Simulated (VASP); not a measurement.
# Fe (Im-3m) in VASP: a series of runs

Runs on Fe. Level: LDA. Tasks: single point, relaxation of cell and atoms.

Program: VASP 6.6.1. These are calculated values, not measurements. Logs are shortened: lines on timing, memory, paths and dates and some standing lists are left out, and cuts for length are marked.

### Step 1. The cell of the first run

The structure is cubic, space group Im-3m (No. 229). Conventional cell: a = 2.751 Å, b = 2.751 Å, c = 2.751 Å, α = 90.00°, β = 90.00°, γ = 90.00°. Fe (site symmetry m-3m) has 14 Fe at 2.38 to 2.75 Å within 3.1 Å.

### Step 2. Single point, LDA, collinear spin, ferromagnetic start

INCAR reads:

```
ALGO     = Normal         # electronic algorithm
EDIFF    = 1E-6           # SCF threshold, eV
ENCUT    = 520            # plane-wave cutoff, eV
ISIF     = 2              # what is computed and relaxed
ISMEAR   = 0              # smearing method
ISPIN    = 2              # spin polarisation
LASPH    = T              # aspherical terms in the spheres
LCHARG   = T              # write CHGCAR
LELF     = T              # ELF
LMAXMIX  = 4              # l up to which the mixer works
LORBIT   = 11             # projections on sites
LREAL    = F              # projectors in reciprocal space
LVHAR    = T            
LWAVE    = F              # write WAVECAR
MAGMOM   = 2.22           # initial moments
NBANDS   = 14             # bands
NELM     = 150            # most SCF steps
PREC     = Accurate       # precision mode
SIGMA    = 0.1            # smearing width, eV
```

KPOINTS reads:

```
k-points
0
Gamma
  22 22 22
```

POSCAR reads:

```
Fe
1.0
   -1.3753072281      1.3753072281      1.3753072281
    1.3753072281     -1.3753072281      1.3753072281
    1.3753072281      1.3753072281     -1.3753072281
Fe
1
Direct
    0.0000000000      0.0000000000      0.0000000000
```

Potentials or basis: VASP PAW LDA potentials, release 64 (Fe).

The run is started by

```console
$ cat potpaw_LDA.64/Fe/POTCAR > POTCAR
$ mpirun -np 1 vasp_std > vasp.out
```

OUTCAR:

```text
EDIFF = 1E-6
   ENCUT = 520
   ISIF = 2
   ISMEAR = 0
   ISPIN = 2
   LASPH = T
   LORBIT = 11
   LREAL = F
   NELM = 150
   PREC = Accurate

 ion  position               nearest neighbor table
   1  0.000  0.000  0.000-

  LATTYP: Found a body centered cubic cell.
 ALAT       =     2.7506144562

  Lattice vectors:

 A1 = (  -1.3753072281,   1.3753072281,   1.3753072281)
 A2 = (   1.3753072281,  -1.3753072281,   1.3753072281)
 A3 = (   1.3753072281,   1.3753072281,  -1.3753072281)

Analysis of symmetry for initial positions (statically):
=====================================================================
 Subroutine PRICEL returns:
 Original cell was already a primitive cell.

 Routine SETGRP: Setting up the symmetry group for a
 body centered cubic supercell.

 Subroutine GETGRP returns: Found 48 space group operations
 (whereof 48 operations were pure point group operations)
 out of a pool of 48 trial point group operations.

The static configuration has the point symmetry O_h .

Analysis of symmetry for dynamics (positions and initial velocities):
=====================================================================
 Subroutine PRICEL returns:
 Original cell was already a primitive cell.

 Routine SETGRP: Setting up the symmetry group for a
 body centered cubic supercell.

 Subroutine GETGRP returns: Found 48 space group operations
 (whereof 48 operations were pure point group operations)
 out of a pool of 48 trial point group operations.

The dynamic configuration has the point symmetry O_h .

Analysis of structural, dynamic, and magnetic symmetry:
=====================================================================
 Subroutine PRICEL returns:
 Original cell was already a primitive cell.

 Routine SETGRP: Setting up the symmetry group for a
 body centered cubic supercell.

 Subroutine GETGRP returns: Found 48 space group operations
 (whereof 48 operations were pure point group operations)
 out of a pool of 48 trial point group operations.

The overall configuration has the point symmetry O_h .

 Subroutine INISYM returns: Found 48 space group operations
 (whereof 48 operations are pure point group operations),
 and found     1 'primitive' translations

----------------------------------------------------------------------------------------

                                     Primitive cell

  volume of cell :      10.4054

  direct lattice vectors                    reciprocal lattice vectors
    -1.375307228  1.375307228  1.375307228     0.000000000  0.363555131  0.363555131
     1.375307228 -1.375307228  1.375307228     0.363555131  0.000000000  0.363555131
     1.375307228  1.375307228 -1.375307228     0.363555131  0.363555131  0.000000000

  length of vectors
     2.382101995  2.382101995  2.382101995     0.514144597  0.514144597  0.514144597

  position of ions in fractional coordinates (direct lattice)
     0.000000000  0.000000000  0.000000000

  ion indices of the primitive-cell ions
   primitive index   ion index
                 1           1

----------------------------------------------------------------------------------------

 KPOINTS: k-points

Automatic generation of k-mesh.
 Grid dimensions read from file:
 generate k-points for:   22   22   22

 Generating k-lattice:

  Cartesian coordinates                     Fractional coordinates (reciprocal lattice)
     0.000000000  0.016525233  0.016525233     0.045454545  0.000000000  0.000000000
     0.016525233  0.000000000  0.016525233     0.000000000  0.045454545  0.000000000
     0.016525233  0.016525233  0.000000000     0.000000000  0.000000000  0.045454545

  Length of vectors
     0.023370209  0.023370209  0.023370209

  Shift w.r.t. Gamma in fractional coordinates (k-lattice)
     0.000000000  0.000000000  0.000000000

 Subroutine IBZKPT returns following result:
 ===========================================

 Found    328 irreducible k-points:

 Following reciprocal coordinates:
            Coordinates               Weight
  0.000000  0.000000  0.000000      1.000000
  0.045455  0.000000  0.000000     12.000000
  0.090909  0.000000  0.000000     12.000000
  0.136364  0.000000  0.000000     12.000000
  0.181818  0.000000  0.000000     12.000000
  0.227273  0.000000  0.000000     12.000000
[... 16 lines left out ...]
  0.090909  0.090909  0.000000     24.000000
  0.136364  0.090909  0.000000     48.000000
 [... further k-points ...]
   k-points           NKPTS =    328   k-points in BZ     NKDIM =    328   number of bands    NBANDS=     14
   number of dos      NEDOS =    301   number of ions     NIONS =      1
   total plane-waves  NPLWV =   5832
   dimension x,y,z NGX =    18 NGY =   18 NGZ =   18
   dimension x,y,z NGXF=    36 NGYF=   36 NGZF=   36
   ions per type =               1
   NGX,Y,Z   is equivalent  to a cutoff of  12.56, 12.56, 12.56 a.u.
   NGXF,Y,Z  is equivalent  to a cutoff of  25.12, 25.12, 25.12 a.u.
 SYSTEM =  unknown system
   PREC   = accura    normal or accurate (medium, high low for compatibility)
   ISTART =      0    job   : 0-new  1-cont  2-samecut
   ICHARG =      2    charge: 1-file 2-atom 10-const
   ISPIN  =      2    spin polarized calculation?
   LNONCOLLINEAR =      F non collinear calculations
   LSORBIT =      F    spin-orbit coupling
   LASPH  =      T    aspherical Exc in radial PAW
   ENCUT  =  520.0 eV  38.22 Ry    6.18 a.u.   4.43  4.43  4.43*2*pi/ulx,y,z
   NELM   =    150;   NELMIN=  2; NELMDL= -5     # of ELM steps
   EDIFF  = 0.1E-05   stopping-criterion for ELM
   LREAL  =      F    real-space projection
   EDIFFG = 0.1E-04   stopping-criterion for IOM
   NSW    =      0    number of steps for IOM
   IBRION =     -1    ionic relax: 0-MD 1-quasi-New 2-CG
   NFREE  =      0    steps in history (QN), initial steepest desc. (CG)
   ISIF   =      2    stress and relaxation
   ISYM   =      2    0-nonsym 1-usesym 2-fastsym
   POTIM  = 0.5000    time-step for ionic-motion
   TEBEG  =    0.0;   TEEND  =   0.0 temperature during run
   PSTRESS=    0.0 pullay stress
   NELECT =       8.0000    total number of electrons
   NUPDOWN=      -1.0000    fix difference up-down
   EMIN   =  10.00;   EMAX   =-10.00  energy-range for DOS
   EFERMI =   0.00;   METHOD = LEGACY
   ISMEAR =     0;   SIGMA  =   0.10  broadening in eV -4-tet -1-fermi 0-gaus
   EFERMI_NEDOS =   21; number of points for ismear=-14 and -15
   IALGO  =     38    algorithm
   IMIX   =      4    mixing-type and parameters
     AMIX     =   0.40;   BMIX     =  1.00
     AMIX_MAG =   1.60;   BMIX_MAG =  1.00
  volume/ion in A,a.u.               =      10.41        70.22
  Fermi-wavevector in a.u.,A,eV,Ry     =   1.499749  2.834114 30.602844  2.249246
  Thomas-Fermi vector in A             =   2.611338
   LORBIT       =     11    0 simple, 1 ext, 2 COOP (PROOUT), +10 PAW based schemes
   GGA     = CA    functional components
   LHFCALC =     F    Hartree Fock is set to
   AEXX    =    0.0000 exact exchange contribution
   IVDW    =     0    specifies the selected vdW correction
   LEPSILON=     F    determine dielectric tensor
   LRPA    =     F    only Hartree local field effects (RPA)
 spin polarized calculation
 Gauss-broadening in eV      SIGMA  =   0.10
  energy-cutoff  :      520.00
  volume of cell :       10.41
 maximum number of plane-waves:       321
 NGX is ok and might be reduce to    18
   NGX =  9   NGY =  9   NGZ =  9

 number of electron       7.9999993 magnetization       1.9510497

 Free energy of the ion-electron system (eV)
  ---------------------------------------------------
  ext. energy  EPLUGINS =         0.00000000
  ---------------------------------------------------
  free energy    TOTEN  =        -9.22547497 eV

  energy without entropy =       -9.21974135  energy(sigma->0) =       -9.22260816

 E-fermi :   6.7055     XC(G=0): -13.9198

 val. band max:        6.7048974003   @ k =  -0.3636   0.4091   0.0909
 cond. band min:       6.7058594809   @ k =  -0.3182   0.3182   0.1818
 fundamental gap:      0.0009620806
 Fermi energy:         6.7054967683

 spin component 1

 k-point     1 :       0.0000    0.0000    0.0000
  band No.  band energies     occupation
      1      -2.3885      1.00000
      2       4.2093      1.00000
      3       4.2093      1.00000
      4       4.2093      1.00000
      5       5.7555      1.00000
      6       5.7555      1.00000
      7      32.3796      0.00000
      8      32.3796      0.00000
      9      32.3796      0.00000
     10      38.1200      0.00000
     11      38.1200      0.00000
     12      40.7997      0.00000
     13      40.7997      0.00000
     14      40.7997      0.00000
[... 375 lines left out ...]
 k-point    24 :       0.1364    0.0909    0.0000
  band No.  band energies     occupation
      1      -0.7613      1.00000
      2       3.8250      1.00000
      3       3.9450      1.00000
      4       5.2194      1.00000
      5       5.4341      1.00000
      6       5.8570      1.00000
      7      26.5920      0.00000
      8      28.3616      0.00000
      9      32.7153      0.00000
     10      33.1513      0.00000
     11      37.0841      0.00000
     12      38.7022      0.00000
     13      42.7163      0.00000
     14      42.7642      0.00000

 [... further k-points ...]

 spin component 2

 k-point     1 :       0.0000    0.0000    0.0000
  band No.  band energies     occupation
      1      -2.0165      1.00000
      2       5.7919      1.00000
      3       5.7919      1.00000
      4       5.7919      1.00000
      5       7.8527      0.00000
      6       7.8527      0.00000
      7      32.5515      0.00000
      8      32.5515      0.00000
      9      32.5515      0.00000
     10      38.5945      0.00000
     11      38.5945      0.00000
     12      41.5777      0.00000
     13      41.5777      0.00000
     14      41.5777      0.00000
[... 375 lines left out ...]
 k-point    24 :       0.1364    0.0909    0.0000
  band No.  band energies     occupation
      1      -0.3647      1.00000
      2       5.3500      1.00000
      3       5.4779      1.00000
      4       6.8563      0.01650
      5       7.4432      0.00000
      6       7.9622      0.00000
      7      27.2062      0.00000
      8      28.8877      0.00000
      9      33.1079      0.00000
     10      33.7858      0.00000
     11      37.5623      0.00000
     12      39.3414      0.00000
     13      43.1845      0.00000
     14      43.4051      0.00000

 [... further k-points ...]
[... 5 lines left out ...]
  --------------------------------------------------------------------------------------
  -------------------------------------------------------------------------------------
  Total       -0.0718842     -0.0718842     -0.0718842     -0.0000000     -0.0000000      0.0000000
  in kB      -11.0684005    -11.0684005    -11.0684005     -0.0000000     -0.0000000      0.0000000
  external PRESSURE =     -11.0684005 kB  Pullay stress =       0.0000000 kB

 VOLUME and BASIS-vectors are now :
 -----------------------------------------------------------------------------
  energy-cutoff  :      520.00
  volume of cell :       10.41
      direct lattice vectors                 reciprocal lattice vectors
    -1.375307228  1.375307228  1.375307228     0.000000000  0.363555131  0.363555131
     1.375307228 -1.375307228  1.375307228     0.363555131  0.000000000  0.363555131
     1.375307228  1.375307228 -1.375307228     0.363555131  0.363555131  0.000000000

 POSITION                                       TOTAL-FORCE (eV/Angst)
 -----------------------------------------------------------------------------------
      0.00000      0.00000      0.00000         0.000000      0.000000      0.000000
 -----------------------------------------------------------------------------------
    total drift:                                0.000000     -0.000000      0.000000

  FREE ENERGIE OF THE ION-ELECTRON SYSTEM (eV)
  ---------------------------------------------------
  free  energy   TOTEN  =        -9.2254749730 eV

  energy  without entropy=       -9.2197413524  energy(sigma->0) =       -9.22260816

 total charge

# of ion       s       p       d       tot
------------------------------------------
    1        0.527   0.616   6.332   7.475

 magnetization (x)

# of ion       s       p       d       tot
------------------------------------------
    1       -0.009  -0.034   1.962   1.919
```

Run time: 2.5 min. Hardware: 1 thread of AMD EPYC 7R13, shared host; peak memory 0.15 GiB.

Results:

```
Free energy                                           : -9.2255 eV
Pressure                                              : -1.1 GPa
Net moment                                            : 1.95 μB per cell
Site moments                                          : Fe +1.92 μB
Valence electrons inside the program's atomic spheres : Fe 7.47
```

(Continued in part 2 of 2.)
